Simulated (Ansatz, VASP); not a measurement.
Ti3Se: VASP beside Ansatz

File INCAR:

```
SYSTEM = Ti3Se
PREC     = Accurate       ! precision mode
ENCUT    = 520            ! plane-wave cutoff, eV
EDIFF    = 1E-6           ! SCF threshold, eV
ISMEAR   = -1             ! smearing method
SIGMA    = 0.05           ! smearing width, eV
LREAL    = .FALSE.        ! projectors in reciprocal space
LASPH    = .TRUE.         ! aspherical terms in the spheres
NELM     = 60             ! most SCF steps
ALGO     = Normal         ! electronic algorithm
ISIF     = 2              ! what is computed and relaxed
LWAVE    = .FALSE.        ! write WAVECAR
LCHARG   = .TRUE.         ! write CHGCAR
GGA      = PS             ! functional
LELF     = .TRUE.         ! ELF
LVHAR    = .TRUE.       
NBANDS   = 29             ! bands
```

Contents of KPOINTS:

```
Automatic mesh
0
G
  10 10 4
  0 0 0
```

File POSCAR:

```
Ti3Se
1.0
    3.2186213523      0.0000000000      0.0000000000
   -1.6093106762      2.7874078563      0.0000000000
    0.0000000000      0.0000000000      7.9953474932
Se Ti
1 3
Direct
    0.0000000000      0.0000000000      0.0000000000
    0.6666666667      0.3333333333      0.5000000000
    0.3333333333      0.6666666667      0.7729020000
    0.3333333333      0.6666666667      0.2270980000
```

Contents of input.yaml:

```yaml
crystal:
  lattice:
    - [3.2186213523, 0.0, 0.0]
    - [-1.6093106762, 2.7874078563, 0.0]
    - [0.0, 0.0, 7.9953474932]
  atoms:
    - { symbol: Se, position: [0.0, 0.0, 0.0] }
    - { symbol: Ti, position: [0.6666666667, 0.3333333333, 0.5] }
    - { symbol: Ti, position: [0.3333333333, 0.6666666667, 0.772902] }
    - { symbol: Ti, position: [0.3333333333, 0.6666666667, 0.227098] }
hamiltonian:
  xc: pbesol
  pseudopotentials: { kind: paw }
kpoints:
  mp_grid: { grid: [10, 10, 4] }
scf:
  occupations: { method: fermi_dirac, width: 0.05 }
output:
  forces: true
  stress: true
  eigenvalues: true
```

Alike in both runs: task single point; functional PBEsol; k mesh 10 × 10 × 4; occupations fermi-dirac, width 0.05 eV; no spin polarisation.

|  | VASP | Ansatz |
| --- | --- | --- |
| version | VASP 6.6.1 | Ansatz 0.2.0 |
| potentials or method | VASP PAW PBE potentials, release 64 (Se, Ti_sv) | Ansatz PAW |
| plane-wave cutoff (eV) | 520 | 420 |
| valence electrons in the cell | 42 | 52 |

```tsv
	VASP	Ansatz	Ansatz less VASP
gap on the k mesh at the Fermi level (eV)	none	none	-
pressure (GPa)	-6.3	-6.4	-0.10
traceless stress, the component that is largest in VASP (GPa)	-0.48	-0.48	0.000
rms of the force components (eV/Å)	0.052	0.062	+0.0098
```

VASP's potentials were made for PBE, not for PBEsol. Atom by atom the forces differ by 0.010 eV/Å (rms over components). A gap of «none» marks a metal or a gap that the smearing closes. VASP's potentials hold 42 valence electrons a cell and Ansatz's 52, so a difference there can come from the potentials and not from the codes.
